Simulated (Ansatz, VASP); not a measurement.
# One calculation of B, two programs

```
B
1.0
     1.88524    0.00000    0.00000
     0.00000    1.88524    0.00000
     0.00000    0.00000    1.88524
B
1
Direct
  0.50000 0.50000 0.50000
```

Alike in both runs: task relaxation of cell and atoms; functional PBE0; k mesh 7 × 7 × 7; occupations fermi-dirac, width 0.05 eV; no spin polarisation.

|  | VASP | Ansatz |
| --- | --- | --- |
| version | VASP 6.6.1 | Ansatz 0.2.0 |
| potentials or method | VASP PAW PBE potentials, release 64 (B) | Ansatz PAW |
| plane-wave cutoff (eV) | 600 | 420 |
| valence electrons in the cell | 3 | 3 |

```csv
,VASP,Ansatz,Ansatz less VASP
"gap on the k mesh at the Fermi level, each at its own relaxed structure (eV)",none,none,-
relaxed volume (Å³/atom),6.56,6.56,+0.006
relaxed length of the cell vector where the two differ most in proportion (Å),1.872,1.872,+0.0005
```

A gap of «none» marks a metal or a gap that the smearing closes.

The k mesh is coarse, so the values compare programs but aren't converged. Noted on Ansatz's run: the plane-wave basis is chosen anew once the cell has moved, so the energies of steps on either side of that aren't comparable.
